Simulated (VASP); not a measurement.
Here is a VASP 6.6.1 calculation.

File INCAR:

```
PREC = Accurate
ENCUT = 600
EDIFF = 1E-6
ISMEAR = 0
SIGMA = 0.1
LREAL = F
LASPH = T
NELM = 80
ALGO = Fast
ISIF = 3
LWAVE = F
LCHARG = F
GGA = PE
IBRION = 2
NSW = 100
EDIFFG = -0.01
```

Contents of KPOINTS:

```
Automatic mesh
0
Gamma
  12 12 12
```

Contents of POSCAR:

```
TaW4
1.0
    2.2664609000      1.3085418000      4.6267437000
   -2.2664609000      1.3085418000      4.6267437000
    0.0000000000     -2.6170836000      4.6267437000
Ta W
1 4
Direct
    0.5000000000      0.5000000000      0.5000000000
    0.9011210000      0.9011210000      0.9011210000
    0.0988790000      0.0988790000      0.0988790000
    0.2982770000      0.2982770000      0.2982770000
    0.7017230000      0.7017230000      0.7017230000
```

Potentials or basis: VASP PAW PBE potentials, release 64 (Ta_pv, W_sv).

The run is started by

```sh
$ cat potpaw_PBE.64/Ta_pv/POTCAR potpaw_PBE.64/W_sv/POTCAR > POTCAR
$ mpirun -np 1 vasp_std > vasp.out
```

Task: Predict the relaxed cell.

Result: a = 5.318 Å, b = 5.318 Å, c = 5.318 Å, α = 50.48°, β = 50.48°, γ = 50.48°.

Task: Predict the space group after relaxing (to 0.1 Å).

Result: R-3m (No. 166).

Task: Estimate the relaxed volume.

Result: 16.49 Å³/atom.

Step by step:
```tsv
step	energy change (eV)	largest force (eV/Å)	pressure (GPa)	volume (Å³)
1	0.0000	0.0049	0.45	82.33
2	0.0017	0.0084	-1.47	82.89
3	-0.0002	0.0024	0.02	82.46
```
